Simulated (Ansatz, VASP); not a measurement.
# Sn2Se: VASP beside Ansatz

INCAR

```
ALGO = Normal
EDIFF = 1E-6
EDIFFG = -0.01
ENCUT = 600
GGA = PE
IBRION = 2
ISIF = 3
ISMEAR = 0
LASPH = T
LCHARG = F
LREAL = F
LWAVE = F
NELM = 80
NSW = 100
PREC = Accurate
SIGMA = 0.1
```

The input KPOINTS:

```
k-points
0
Gamma
  12 12 14
```

POSCAR

```
Sn2Se
1.0
    5.4386688578      0.0000000000      0.0000000000
   -2.7193344289      4.7100253936      0.0000000000
    0.0000000000      0.0000000000      3.1425233763
Sn Se
2 1
Direct
    0.3333333333      0.6666666667      0.0000000000
    0.6666666667      0.3333333333      0.0000000000
    0.0000000000      0.0000000000      0.0000000000
```

Input for Ansatz:

```yaml
crystal:
  lattice:
    - [5.4386688578, 0.0, 0.0]
    - [-2.7193344289, 4.7100253936, 0.0]
    - [0.0, 0.0, 3.1425233763]
  atoms:
    - { symbol: Sn, position: [0.3333333333, 0.6666666667, 0.0] }
    - { symbol: Sn, position: [0.6666666667, 0.3333333333, 0.0] }
    - { symbol: Se, position: [0.0, 0.0, 0.0] }
basis:
  ecutwfc: 420
kpoints:
  mp_grid: { grid: [12, 12, 14] }
hamiltonian:
  xc: pbe
scf:
  occupations: { method: gaussian, width: 0.1 }
output:
  forces: true
  stress: true
  eigenvalues: true
  write_density: true
  write_potential: true
  elf: true
  volumetric_format: npy
relax:
  adjacent_minimum: "off"
  f_tol: 0.01
  max_steps: 80
  cell: { stress_tol: 0.05 }
```

Alike in both runs: task relaxation of cell and atoms; functional PBE; k mesh 12 × 12 × 14; occupations gaussian, width 0.1 eV; no spin polarisation.

```csv
,VASP,Ansatz
version,VASP 6.6.1,Ansatz 0.2.0
potentials or method,"VASP PAW PBE potentials, release 64 (Sn_d, Se), cutoff 600 eV","scalar-relativistic, plane waves, PAW"
valence electrons in the cell,34,44
```

Ansatz gave:

| Property | Result |
| --- | --- |
| gap on the k mesh at the Fermi level, each at its own relaxed structure (eV) | none |
| relaxed volume (Å³/atom) | 26.83 |
| relaxed cell length with the largest relative difference (Å) | 5.606 |

Which values does VASP return?

gap on the k mesh at the Fermi level, each at its own relaxed structure (eV): none; relaxed volume (Å³/atom): 26.82; relaxed cell length with the largest relative difference (Å): 5.603.

A gap of «none» marks a metal or a gap that the smearing closes. VASP's potentials hold 34 valence electrons a cell and Ansatz's 44, so a difference there can come from the potentials and not from the codes.
